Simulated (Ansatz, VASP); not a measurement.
**K in VASP and in Ansatz**

```xyz
1
Lattice="4.4290 0.0000 0.0000 0.0000 4.3104 0.0000 0.0000 0.0000 4.7846" Properties=species:S:1:pos:R:3 pbc="T T T"
K     0.0000    0.0000    0.0000
```

Change from the starting cell: normal strain along x +0.0275, normal strain along z +0.1100.

Alike in both runs: task single point; functional r2SCAN; k mesh 10 × 10 × 10; occupations gaussian, width 0.15 eV; no spin polarisation.

|  | VASP | Ansatz |
| --- | --- | --- |
| version | VASP 6.6.1 | Ansatz 0.2.0 |
| potentials or method | VASP PAW PBE potentials, release 64 (K_sv), cutoff 520 eV | scalar-relativistic, plane waves, PAW |
| valence electrons in the cell | 9 | 9 |

Ansatz gave:

- gap on the k mesh at the Fermi level (eV): none
- pressure (GPa): -0.3
- traceless stress, the component that is largest in VASP (GPa): -0.41

Problem. Estimate VASP's values.

Solution. gap on the k mesh at the Fermi level (eV): none; pressure (GPa): -0.3; traceless stress, the component that is largest in VASP (GPa): -0.42.

VASP's potentials were made for PBE, not for r2SCAN. A gap of «none» marks a metal or a gap that the smearing closes.
